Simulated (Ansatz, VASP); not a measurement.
**Two plane-wave programs on Ca**

File INCAR:

```
PREC = Accurate ; ENCUT = 520
EDIFF = 1E-6 ; ISMEAR = -1
SIGMA = 0.1 ; LREAL = F
LASPH = T ; NELM = 60
ALGO = Normal ; ISIF = 2
LWAVE = F ; LCHARG = T
GGA = PE ; LELF = T
LVHAR = T ; NBANDS = 11
```

File KPOINTS:

```
Automatic mesh
0
Gamma
  17 17 17
```

The input POSCAR:

```
Ca
1.0
   -2.1625717616      2.1625717616      2.1625717616
    2.1625717616     -2.1625717616      2.1625717616
    2.1625717616      2.1625717616     -2.1625717616
Ca
1
Direct
    0.0000000000      0.0000000000      0.0000000000
```

Input for Ansatz:

```yaml
crystal:
  lattice:
    - [-2.1625717616, 2.1625717616, 2.1625717616]
    - [2.1625717616, -2.1625717616, 2.1625717616]
    - [2.1625717616, 2.1625717616, -2.1625717616]
  atoms:
    - { symbol: Ca, position: [0.0, 0.0, 0.0] }
hamiltonian:
  xc: pbe
  pseudopotentials:
    kind: paw
    azcp:
      Ca: "pseudopotentials/Ca.paw.azcp"
basis:
  ecutwfc: 420
  fft_grid_basis: typed
kpoints:
  mp_grid: { grid: [17, 17, 17], shift: [0, 0, 0] }
magnetization:
  spin_polarized: false
scf:
  occupations: { method: fermi_dirac, width: 0.1 }
output:
  stress: true
```

Alike in both runs: task single point; functional PBE; k mesh 17 × 17 × 17; occupations fermi-dirac, width 0.1 eV; no spin polarisation.

```csv
,VASP,Ansatz
version,VASP 6.6.1,Ansatz 0.2.0
potentials or method,"VASP PAW PBE potentials, release 64 (Ca_sv), cutoff 520 eV","plane waves (420 eV) with PAW, scalar-relativistic"
valence electrons in the cell,10,10
```

```tsv
	VASP	Ansatz	Ansatz less VASP
pressure (GPa)	0.8	0.7	-0.02
```

With one functional, cell and mesh, what is left measures potentials, basis and numerics.
